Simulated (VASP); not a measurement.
Wanted: the native input for a VASP 6.6.1 run.

```
Task                   : single point
Functional             : PBEsol
Dispersion             : D3(BJ)
Potentials or basis    : VASP PAW PBE potentials, release 64 (In_d, As)
Cutoff                 : 520 eV
k mesh                 : 10 × 10 × 10
Occupations            : gaussian, width 0.15 eV
Spin                   : no spin polarisation
Dipole correction      : no
Further INCAR settings : ALGO = Fast; EDIFF = 1e-07; NBANDS = 30
```

The structure of In3As lies in POSCAR:

```
In3As
1.0
    4.5024438172      0.0000000000      0.0000000000
    0.0000000000      4.5024438172      0.0000000000
    0.0000000000      0.0000000000      4.5024438172
In As
3 1
Direct
    0.0000000000      0.5000000000      0.5000000000
    0.5000000000      0.0000000000      0.5000000000
    0.5000000000      0.5000000000      0.0000000000
    0.0000000000     -0.0353361490     -0.0353361490
```

This cell differs from its parent crystal: all As atoms moved +0.225 Å, as atom 4 towards its neighbour atom 1 (In) at 3.184 Å.

The input as run:

INCAR

```
SYSTEM = In3As
ALGO = Fast
EDIFF = 1E-7
ENCUT = 520
GGA = PS
ISIF = 2
ISMEAR = 0
IVDW = 12
LASPH = .True.
LCHARG = .False.
LREAL = .False.
LWAVE = .False.
NBANDS = 30
NELM = 60
PREC = Accurate
SIGMA = 0.15
```

KPOINTS

```
k-points
0
Gamma
  10 10 10
  0 0 0
```

Potentials or basis: VASP PAW PBE potentials, release 64 (In_d, As).

Run with:

```sh
$ cat potpaw_PBE.64/In_d/POTCAR potpaw_PBE.64/As/POTCAR > POTCAR
$ mpirun -np 1 vasp_std > vasp.out
```

It gave:

```
Pressure                   : 0.3 GPa
Largest force              : 0.235 eV/Å
Band gap on the k mesh     : zero (bands 22 and 23 overlap by 4.56 eV)
Dispersion energy per atom : -0.397 eV
```

Caveat: the cell differs from its parent crystal (all As atoms moved +0.225 Å, as atom 4 towards its neighbour atom 1 (In) at 3.184 Å); the PAW data sets were made with another functional, which shifts forces and pressure a little; spin-orbit coupling is left out, which moves the levels of the heavy elements.

It took 18 min on 1 thread of Oxide Virtual Turin-like Processor (shared host), peak memory 0.5 GiB.
